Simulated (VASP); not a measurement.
Input of a VASP 6.6.1 run:

INCAR

```
PREC = Accurate
ENCUT = 520
EDIFF = 1E-8
ISMEAR = 0
SIGMA = 0.01
LREAL = False
LASPH = True
NELM = 100
ALGO = Normal
ISIF = 2
LWAVE = False
LCHARG = False
METAGGA = R2SCAN
LMIXTAU = True
LCALCEPS = True
```

The input KPOINTS:

```
Automatic mesh
0
Gamma
  6 6 6
```

The input POSCAR:

```
PbS
1.0
    0.0000000000      3.3009774936      3.3009774936
    3.3009774936      0.0000000000      3.3009774936
    3.3009774936      3.3009774936      0.0000000000
Pb S
1 1
Direct
    0.0000000000      0.0000000000      0.0000000000
    0.2500000000      0.2500000000      0.2500000000
```

Potentials or basis: VASP PAW PBE potentials, release 64 (Pb_d, S).

Run with:

```console
$ cat potpaw_PBE.64/Pb_d/POTCAR potpaw_PBE.64/S/POTCAR > POTCAR
$ mpirun -np 1 vasp_std > vasp.out
```

Estimate the electronic dielectric tensor (diagonal).

6.44.

Predict the Born charges (mean of the diagonal).

Pb +2.44; S -2.44 e.

Predict the band gap on the k mesh.

1.07 eV (least direct gap 1.44 eV).

Electronic dielectric tensor:
```
6.44 0.00 0.00
0.00 6.44 0.00
0.00 0.00 6.44
```

Caveat: spin-orbit coupling is left out, which moves the levels of the heavy elements. A k mesh can miss the band edges.
